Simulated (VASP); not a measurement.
C, 2 atoms in the cell. The structure is cubic, space group Fd-3m (No. 227). Conventional cell: a = 3.543 Å, b = 3.543 Å, c = 3.543 Å, α = 90.00°, β = 90.00°, γ = 90.00°. C (site symmetry -43m) has 4 C at 1.53 Å within 2.0 Å. 

- Program: VASP 6.6.1
- Task: single point
- Functional: b88 exchange, pbe correlation
- Potentials or basis: VASP PAW PBE potentials, release 64 (C)
- Cutoff: 600 eV
- k mesh: 13 × 13 × 13
- Occupations: fermi-dirac, width 0.05 eV
- Spin: no spin polarisation
- Dipole correction: no
- Further INCAR settings: ALGO = Normal; EDIFF = 1e-06; NBANDS = 11

Potentials or basis: VASP PAW PBE potentials, release 64 (C).

Command:

```bash
$ cat potpaw_PBE.64/C/POTCAR > POTCAR
$ mpirun -np 1 vasp_std > vasp.out
```

Hardware: 1 thread of Intel(R) Xeon(R) Platinum 8488C (Sapphire Rapids), with other jobs on the host.

Task: How long does it take, and how much memory?

Result: Run time: 8.1 s on 1 thread of Intel(R) Xeon(R) Platinum 8488C (Sapphire Rapids), on a shared host, peak memory 0.12 GiB. Counts: scf iterations 11, k points 84.
